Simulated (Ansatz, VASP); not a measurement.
# AlN: VASP beside Ansatz

File INCAR:

```
SYSTEM = AlN
  PREC = Accurate
  ENCUT = 520
  EDIFF = 1E-6
  ISMEAR = 0
  SIGMA = 0.1
  LREAL = .False.
  LASPH = .True.
  NELM = 100
  ALGO = Normal
  ISIF = 2
  LWAVE = .False.
  LCHARG = .True.
  GGA = PS
  LELF = .True.
  LVHAR = .True.
  NBANDS = 16
```

KPOINTS

```
regular mesh
0
Gamma
  6 6 4
  0 0 0
```

File POSCAR:

```
AlN
1.0
    3.1120000000      0.0000000000      0.0000000000
   -1.5560000000      2.6950710566      0.0000000000
    0.0000000000      0.0000000000      4.9820000000
Al N
2 2
Direct
    0.3333333333      0.6666666667      0.0000000000
    0.6666666667      0.3333333333      0.5000000000
    0.3333333333      0.6666666667      0.3820000000
    0.6666666667      0.3333333333      0.8820000000
```

Input for Ansatz:

```yaml
crystal:
  lattice:
    - [3.112, 0.0, 0.0]
    - [-1.556, 2.6950710566, 0.0]
    - [0.0, 0.0, 4.982]
  atoms:
    - { symbol: Al, position: [0.3333333333, 0.6666666667, 0.0] }
    - { symbol: Al, position: [0.6666666667, 0.3333333333, 0.5] }
    - { symbol: "N", position: [0.3333333333, 0.6666666667, 0.382] }
    - { symbol: "N", position: [0.6666666667, 0.3333333333, 0.882] }
basis:
  ecutwfc: 420
kpoints:
  mp_grid: { grid: [6, 6, 4] }
hamiltonian:
  xc: pbesol
  pseudopotentials: { kind: paw, azcp: { folder: soft_1 } }
scf:
  occupations: { method: gaussian, width: 0.1 }
output:
  forces: true
  stress: true
  eigenvalues: true
```

Alike in both runs: task single point; functional PBEsol; k mesh 6 × 6 × 4; occupations gaussian, width 0.1 eV; no spin polarisation.

|  | VASP | Ansatz |
| --- | --- | --- |
| version | VASP 6.6.1 | Ansatz 0.2.0 |
| potentials or method | VASP PAW PBE potentials, release 64 (Al, N), cutoff 520 eV | scalar-relativistic, plane waves, PAW |
| valence electrons in the cell | 16 | 16 |

Ansatz gave:

```
gap on the k mesh at the Fermi level (eV)                     : 4.11
least direct gap on the mesh (eV)                             : 4.11
pressure (GPa)                                                : 0.3
traceless stress, the component that is largest in VASP (GPa) : -0.10
```

**Question.** Estimate VASP's values.

**Answer.** gap on the k mesh at the Fermi level (eV): 4.12; least direct gap on the mesh (eV): 4.12; pressure (GPa): 0.2; traceless stress, the component that is largest in VASP (GPa): -0.10.

VASP's potentials were made for PBE, not for PBEsol, and Ansatz warns of the same on its side.
